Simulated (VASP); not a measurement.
Input of a VASP 6.6.1 run:

Contents of INCAR:

```
SYSTEM = Ca
PREC     = Accurate       ! precision mode
ENCUT    = 520            ! plane-wave cutoff, eV
EDIFF    = 1E-6           ! SCF threshold, eV
ISMEAR   = 0              ! smearing method
SIGMA    = 0.1            ! smearing width, eV
LREAL    = .False.        ! projectors in reciprocal space
LASPH    = .True.         ! aspherical terms in the spheres
NELM     = 60             ! most SCF steps
ALGO     = Fast           ! electronic algorithm
ISIF     = 2              ! what is computed and relaxed
LWAVE    = .False.        ! write WAVECAR
LCHARG   = .False.        ! write CHGCAR
GGA      = PS             ! functional
NBANDS   = 28             ! bands
```

Contents of KPOINTS:

```
Automatic mesh
0
Gamma
  12 12 4
  0 0 0
```

The input POSCAR:

```
Ca
1.0
    3.8515418713      0.0000000000      0.0000000000
   -1.9257709356      3.3355331043      0.0000000000
    0.0000000000      0.0000000000     12.6696142128
Ca
4
Direct
    0.0000000000      0.0000000000      0.0000000000
    0.3333333333      0.6666666667      0.2500000000
    0.0000000000      0.0000000000      0.5000000000
    0.6666666667      0.3333333333      0.7500000000
```

Potentials or basis: VASP PAW PBE potentials, release 64 (Ca_sv).

Launch:

```sh
$ cat potpaw_PBE.64/Ca_sv/POTCAR > POTCAR
$ mpirun -np 1 vasp_std > vasp.out
```

Estimate the band gap on the k mesh.

zero (bands 20 and 21 overlap by 0.41 eV).

What does it give for the pressure?

0.0 GPa.

Caveat: the PAW data sets were made with another functional, which shifts forces and pressure a little.
